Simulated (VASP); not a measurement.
# TiS2 (P-3m1) in VASP: notebook

Runs on TiS2. Level: PBEsol. Tasks: electric field gradients.

Everything below comes from runs of VASP 6.6.1. Logs are shortened: lines on timing, memory, paths and dates and some standing lists are left out, and cuts for length are marked.

### Step 1. The cell of the first run

It takes space group P-3m1 (No. 164, trigonal). Conventional cell: a = 3.412 Å, b = 3.412 Å, c = 5.752 Å, α = 90.00°, β = 90.00°, γ = 120.00°. Within 3.2 Å of Ti (site symmetry -3m) lie 6 S at 2.44 Å. S (site symmetry 3m) has 3 Ti at 2.44 Å within 3.2 Å.

### Step 2. Electric field gradients, PBEsol (zz strain of +1 %)

The input, INCAR:

```
ALGO     = Normal         # electronic algorithm
EDIFF    = 1E-8           # SCF threshold, eV
ENCUT    = 400            # plane-wave cutoff, eV
GGA      = PS             # functional
GGA_COMPAT= F            
ISIF     = 2              # what is computed and relaxed
ISMEAR   = -1             # smearing method
LASPH    = T              # aspherical terms in the spheres
LCHARG   = F              # write CHGCAR
LEFG     = T            
LREAL    = F              # projectors in reciprocal space
LWAVE    = F              # write WAVECAR
NBANDS   = 19             # bands
NELM     = 120            # most SCF steps
PREC     = Accurate       # precision mode
SIGMA    = 0.05           # smearing width, eV
```

The input, KPOINTS:

```
k-points
0
Gamma
  14 14 7
```

The input, POSCAR:

```
TiS2
1.0
    3.4120005726      0.0000000000      0.0000000000
   -1.7060002863      2.9548791736      0.0000000000
    0.0000000000      0.0000000000      5.7519500000
Ti S
1 2
Direct
    0.0000000000      0.0000000000      0.0000000000
    0.3333333333      0.6666666667      0.2500000000
    0.6666666667      0.3333333333      0.7500000000
```

Potentials or basis: VASP PAW PBE potentials, release 64 (Ti_sv, S).

Started as:

```sh
cat potpaw_PBE.64/Ti_sv/POTCAR potpaw_PBE.64/S/POTCAR > POTCAR
mpirun -np 1 vasp_std > vasp.out
```

OUTCAR:

```text
EDIFF = 1E-8
   ENCUT = 400
   GGA = PS
   ISIF = 2
   ISMEAR = -1
   LASPH = T
   LREAL = F
   NELM = 120
   PREC = Accurate

 ion  position               nearest neighbor table
   1  0.000  0.000  0.000-   2 2.44   3 2.44   3 2.44   2 2.44   3 2.44   2 2.44
   2  0.333  0.667  0.250-   1 2.44   1 2.44   1 2.44
   3  0.667  0.333  0.750-   1 2.44   1 2.44   1 2.44

  LATTYP: Found a hexagonal cell.
 ALAT       =     3.4120005726
 C/A-ratio  =     1.6857998343

  Lattice vectors:

 A1 = (   3.4120005726,   0.0000000000,   0.0000000000)
 A2 = (  -1.7060002863,   2.9548791736,   0.0000000000)
 A3 = (   0.0000000000,   0.0000000000,   5.7519500000)

Analysis of symmetry for initial positions (statically):
=====================================================================
 Subroutine PRICEL returns:
 Original cell was already a primitive cell.

 Routine SETGRP: Setting up the symmetry group for a
 hexagonal supercell.

 Subroutine GETGRP returns: Found 12 space group operations
 (whereof 12 operations were pure point group operations)
 out of a pool of 24 trial point group operations.

The static configuration has the point symmetry D_3d.

Analysis of symmetry for dynamics (positions and initial velocities):
=====================================================================
 Subroutine PRICEL returns:
 Original cell was already a primitive cell.

 Routine SETGRP: Setting up the symmetry group for a
 hexagonal supercell.

 Subroutine GETGRP returns: Found 12 space group operations
 (whereof 12 operations were pure point group operations)
 out of a pool of 24 trial point group operations.

The dynamic configuration has the point symmetry D_3d.

 Subroutine INISYM returns: Found 12 space group operations
 (whereof 12 operations are pure point group operations),
 and found     1 'primitive' translations

----------------------------------------------------------------------------------------

                                     Primitive cell

  volume of cell :      57.9914

  direct lattice vectors                    reciprocal lattice vectors
     3.412000573  0.000000000  0.000000000     0.293083186  0.169211657  0.000000000
[... 123 lines left out ...]
 NGX is ok and might be reduce to    24
   NGX = 11   NGY = 11   NGZ = 19

 number of electron      24.0000006 magnetization

 Free energy of the ion-electron system (eV)
  ---------------------------------------------------
  ext. energy  EPLUGINS =         0.00000000
  ---------------------------------------------------
  free energy    TOTEN  =       -21.09906924 eV

  energy without entropy =      -21.09534138  energy(sigma->0) =      -21.09720531

 E-fermi :   5.2021     XC(G=0): -10.2408

 val. band max:        5.1950049798   @ k =   0.0000   0.0000   0.4286
 cond. band min:       5.2491087051   @ k =   0.0000   0.4286   0.2857
 fundamental gap:      0.0541037253
 Fermi energy:         5.2020744637

 k-point     1 :       0.0000    0.0000    0.0000
  band No.  band energies     occupation
      1     -52.1698      2.00000
      2     -28.5017      2.00000
      3     -28.4583      2.00000
      4     -28.4583      2.00000
      5      -8.4391      2.00000
      6      -6.8070      2.00000
[... 505 lines left out ...]
      6      -6.5578      2.00000
[... 11 lines left out ...]
     18      11.7396      0.00000
     19      14.4292      0.00000

 [... further k-points ...]
[... 5 lines left out ...]
  --------------------------------------------------------------------------------------
  -------------------------------------------------------------------------------------
  Total       -1.7162006     -1.7162006     -1.4512602     -0.0000000      0.0000000      0.0000000
  in kB      -47.4148863    -47.4148863    -40.0951586     -0.0000000      0.0000000      0.0000000
  external PRESSURE =     -44.9749771 kB  Pullay stress =       0.0000000 kB

 VOLUME and BASIS-vectors are now :
 -----------------------------------------------------------------------------
  energy-cutoff  :      400.00
  volume of cell :       57.99
      direct lattice vectors                 reciprocal lattice vectors
     3.412000573  0.000000000  0.000000000     0.293083186  0.169211657  0.000000000
    -1.706000286  2.954879174  0.000000000     0.000000000  0.338423313  0.000000000
     0.000000000  0.000000000  5.751950000     0.000000000  0.000000000  0.173854084

 POSITION                                       TOTAL-FORCE (eV/Angst)
 -----------------------------------------------------------------------------------
      0.00000      0.00000      0.00000        -0.000000      0.000000      0.000000
     -0.00000      1.96992      1.43799         0.000000      0.000000     -0.423096
      1.70600      0.98496      4.31396        -0.000000     -0.000000      0.423096
 -----------------------------------------------------------------------------------
    total drift:                               -0.000000      0.000000      0.000000

  FREE ENERGIE OF THE ION-ELECTRON SYSTEM (eV)
  ---------------------------------------------------
  free  energy   TOTEN  =       -21.0990692429 eV

  energy  without entropy=      -21.0953413775  energy(sigma->0) =      -21.09720531

 Electric field gradients (V/A^2)
---------------------------------------------------------------------
 ion       V_xx      V_yy      V_zz      V_xy      V_xz      V_yz
---------------------------------------------------------------------
   1      10.243    10.241   -20.484    -0.002    -0.000     0.000
   2       5.544     5.543   -11.088    -0.001     0.000    -0.000
   3       5.544     5.543   -11.088    -0.001     0.000    -0.000
---------------------------------------------------------------------

 Electric field gradients after diagonalization (V/A^2)
 (convention: |V_zz| > |V_xx| > |V_yy|)
----------------------------------------------------------------------
 ion       V_xx      V_yy      V_zz     asymmetry (V_yy - V_xx)/ V_zz
----------------------------------------------------------------------
   1      10.244    10.240   -20.484       0.000
   2       5.545     5.543   -11.088       0.000
   3       5.545     5.543   -11.088       0.000
----------------------------------------------------------------------

           NMR quadrupolar parameters

 Cq : quadrupolar parameter    Cq=e*Q*V_zz/h
 eta: asymmetry parameters     (V_yy - V_xx)/ V_zz
 Q  : nuclear electric quadrupole moment in mb (millibarn)
----------------------------------------------------------------------
 ion       Cq(MHz)       eta       Q (mb)
----------------------------------------------------------------------
   1      -0.050       0.000       1.000
   2      -0.027       0.000       1.000
   3      -0.027       0.000       1.000
----------------------------------------------------------------------
```

OSZICAR:

```text
N       E                     dE             d eps       ncg     rms          rms(c)
DAV:   1     0.183131011902E+03    0.18313E+03   -0.10017E+04  5472   0.106E+03
[... 11 lines left out ...]
DAV:  13    -0.210991076995E+02   -0.79594E-05   -0.18829E-04  6617   0.843E-02    0.573E-02
DAV:  14    -0.210990703176E+02    0.37382E-04   -0.13306E-04  7505   0.688E-02    0.109E-02
DAV:  15    -0.210990697008E+02    0.61683E-06   -0.46804E-06  6539   0.144E-02    0.849E-03
DAV:  16    -0.210990693524E+02    0.34833E-06   -0.38933E-06  6789   0.121E-02    0.369E-03
DAV:  17    -0.210990692745E+02    0.77978E-07   -0.67978E-07  6278   0.716E-03    0.107E-03
DAV:  18    -0.210990692502E+02    0.24259E-07   -0.95641E-08  6055   0.254E-03    0.143E-03
DAV:  19    -0.210990692342E+02    0.16013E-07   -0.83814E-08  5633   0.209E-03    0.361E-04
DAV:  20    -0.210990692429E+02   -0.87284E-08   -0.52820E-09  3660   0.474E-04
   1 F= -.21099069E+02 E0= -.21097205E+02  d E =-.372787E-02
```

stdout:

```text
POSCAR found type information on POSCAR TiS
 POSCAR found :  2 types and       3 ions
 scaLAPACK will be used
 -----------------------------------------------------------------------------
|                                                                             |
|                                                                             |
|     You enforced a specific xc type in the INCAR file but a different       |
|     I HOPE YOU KNOW WHAT YOU ARE DOING!                                     |
|                                                                             |
 -----------------------------------------------------------------------------

 LDA part: xc-table for (Slater+PW92), standard interpolation
 POSCAR, INCAR and KPOINTS ok, starting setup
 FFT: planning ... GRIDC
 FFT: planning ... GRID_SOFT
 FFT: planning ... GRID
 WAVECAR not read
 entering main loop
ion   1

ion   2

ion   3
```

Run time: 3.2 min. Hardware: 1 thread of Intel Xeon 8259CL, shared host; peak memory 0.23 GiB.

Results:

```
Free energy                             : -21.0991 eV
Pressure                                : -4.5 GPa
Largest force                           : 0.423 eV/Å
Band gap on the k mesh                  : zero (bands 12 and 13 overlap by 0.19 eV)
Largest electric field gradient by atom : Ti -20.5; S -11.1 V/Å²
```

Forces on the atoms (eV/Å):
```
Ti   0.000  0.000  0.000
S    0.000  0.000 -0.423
S    0.000  0.000  0.423
```

Electric field gradients, principal values (V/Å²):
| atom | least | middle | greatest (by size) |
| --- | --- | --- | --- |
| 1 Ti | 10.240 | 10.244 | -20.484 |
| 2 S | 5.543 | 5.545 | -11.088 |
| 3 S | 5.543 | 5.545 | -11.088 |

Caveat: the cell differs from its parent crystal (zz strain of +1 %); the cell stands under tension; without QUAD_EFG the Cq values of the log hold for a quadrupole moment of 1 mb, not for the nuclei; the PAW data sets were made with another functional, which shifts forces and pressure a little; this functional lacks dispersion, which binds the layers, so the pressure and a relaxed spacing across them are unreliable.

### Step 3. Electric field gradients, PBEsol (zz strain of +2 %)

The input, INCAR:

```
PREC = Accurate ; ENCUT = 400
EDIFF = 1E-8 ; ISMEAR = -1
SIGMA = 0.05 ; LREAL = F
LASPH = T ; NELM = 120
ALGO = Normal ; ISIF = 2
LWAVE = F ; LCHARG = F
GGA = PS ; LEFG = T
NBANDS = 19 ; GGA_COMPAT = F
```

The input, KPOINTS:

```
regular mesh
0
Gamma
  14 14 7
```

Edit POSCAR of step 2 so:

```diff
@@ -4,3 +4,3 @@
    -1.7060002863      2.9548791736      0.0000000000
-    0.0000000000      0.0000000000      5.7519500000
+    0.0000000000      0.0000000000      5.8089000000
 Ti S
```

Potentials or basis: VASP PAW PBE potentials, release 64 (Ti_sv, S).

Started as:

```sh
cat potpaw_PBE.64/Ti_sv/POTCAR potpaw_PBE.64/S/POTCAR > POTCAR
mpirun -np 1 vasp_std > vasp.out
```

OUTCAR:

```text
PREC = Accurate
   ENCUT = 400
   EDIFF = 1E-8
   ISMEAR = -1
   LREAL = F
   LASPH = T
   NELM = 120
   ISIF = 2
   GGA = PS

 ion  position               nearest neighbor table
   1  0.000  0.000  0.000-   2 2.45   3 2.45   3 2.45   2 2.45   3 2.45   2 2.45
   2  0.333  0.667  0.250-   1 2.45   1 2.45   1 2.45
   3  0.667  0.333  0.750-   1 2.45   1 2.45   1 2.45

  LATTYP: Found a hexagonal cell.
 ALAT       =     3.4120005726
 C/A-ratio  =     1.7024909218

  Lattice vectors:

 A1 = (   3.4120005726,   0.0000000000,   0.0000000000)
 A2 = (  -1.7060002863,   2.9548791736,   0.0000000000)
 A3 = (   0.0000000000,   0.0000000000,   5.8089000000)

Analysis of symmetry for initial positions (statically):
=====================================================================
 Subroutine PRICEL returns:
 Original cell was already a primitive cell.

 Routine SETGRP: Setting up the symmetry group for a
 hexagonal supercell.

[... 723 lines left out ...]

 POSITION                                       TOTAL-FORCE (eV/Angst)
 -----------------------------------------------------------------------------------
      0.00000      0.00000      0.00000        -0.000000      0.000000      0.000000
     -0.00000      1.96992      1.45223         0.000000      0.000000     -0.579447
      1.70600      0.98496      4.35668        -0.000000     -0.000000      0.579447
 -----------------------------------------------------------------------------------
    total drift:                               -0.000000      0.000000      0.000000

  FREE ENERGIE OF THE ION-ELECTRON SYSTEM (eV)
  ---------------------------------------------------
  free  energy   TOTEN  =       -21.0831895420 eV

  energy  without entropy=      -21.0795936320  energy(sigma->0) =      -21.08139159

 Electric field gradients (V/A^2)
---------------------------------------------------------------------
 ion       V_xx      V_yy      V_zz      V_xy      V_xz      V_yz
---------------------------------------------------------------------
   1      10.446    10.444   -20.890    -0.002    -0.000     0.000
   2       5.893     5.892   -11.785    -0.001     0.000    -0.000
   3       5.893     5.892   -11.785    -0.001     0.000    -0.000
---------------------------------------------------------------------

 Electric field gradients after diagonalization (V/A^2)
 (convention: |V_zz| > |V_xx| > |V_yy|)
----------------------------------------------------------------------
 ion       V_xx      V_yy      V_zz     asymmetry (V_yy - V_xx)/ V_zz
----------------------------------------------------------------------
   1      10.447    10.443   -20.890       0.000
   2       5.893     5.892   -11.785       0.000
   3       5.893     5.892   -11.785       0.000
----------------------------------------------------------------------

           NMR quadrupolar parameters

 Cq : quadrupolar parameter    Cq=e*Q*V_zz/h
 eta: asymmetry parameters     (V_yy - V_xx)/ V_zz
 Q  : nuclear electric quadrupole moment in mb (millibarn)
----------------------------------------------------------------------
 ion       Cq(MHz)       eta       Q (mb)
----------------------------------------------------------------------
   1      -0.051       0.000       1.000
   2      -0.028       0.000       1.000
   3      -0.028       0.000       1.000
----------------------------------------------------------------------
```

OSZICAR:

```text
N       E                     dE             d eps       ncg     rms          rms(c)
DAV:   1     0.183793568762E+03    0.18379E+03   -0.10046E+04  5480   0.105E+03
[... 11 lines left out ...]
DAV:  13    -0.210832330121E+02   -0.27123E-04   -0.18907E-04  6350   0.863E-02    0.577E-02
DAV:  14    -0.210831903001E+02    0.42712E-04   -0.16081E-04  7688   0.790E-02    0.101E-02
DAV:  15    -0.210831898666E+02    0.43351E-06   -0.55694E-06  6233   0.150E-02    0.889E-03
DAV:  16    -0.210831896642E+02    0.20236E-06   -0.30225E-06  6652   0.992E-03    0.327E-03
DAV:  17    -0.210831895789E+02    0.85344E-07   -0.52534E-07  6285   0.640E-03    0.111E-03
DAV:  18    -0.210831895572E+02    0.21702E-07   -0.97495E-08  5784   0.255E-03    0.127E-03
DAV:  19    -0.210831895343E+02    0.22895E-07   -0.37319E-08  5049   0.138E-03    0.362E-04
DAV:  20    -0.210831895420E+02   -0.77325E-08   -0.81427E-09  3636   0.591E-04
   1 F= -.21083190E+02 E0= -.21081392E+02  d E =-.359591E-02
```

Wall time 3.1 min (1 thread of Intel Xeon 8259CL, shared host); peak memory 0.23 GiB.

Results:

| Item | Value |
| --- | --- |
| Free energy | -21.0832 eV |
| Pressure | -5.3 GPa |
| Largest force | 0.579 eV/Å |
| Band gap on the k mesh | zero (bands 12 and 13 overlap by 0.22 eV) |
| Largest electric field gradient by atom | Ti -20.9; S -11.8 V/Å² |

Forces in eV/Å, atoms in the order of the input:
```
Ti   0.000  0.000  0.000
S    0.000  0.000 -0.579
S    0.000  0.000  0.579
```

Electric field gradients, principal values (V/Å²):
```tsv
atom	least	middle	greatest (by size)
1 Ti	10.443	10.447	-20.890
2 S	5.892	5.893	-11.785
3 S	5.892	5.893	-11.785
```

Caveat: the cell differs from its parent crystal (zz strain of +2 %); the cell stands under tension; without QUAD_EFG the Cq values of the log hold for a quadrupole moment of 1 mb, not for the nuclei; the PAW data sets were made with another functional, which shifts forces and pressure a little; this functional lacks dispersion, which binds the layers, so the pressure and a relaxed spacing across them are unreliable.

(Part 1 of 2 ends here.)
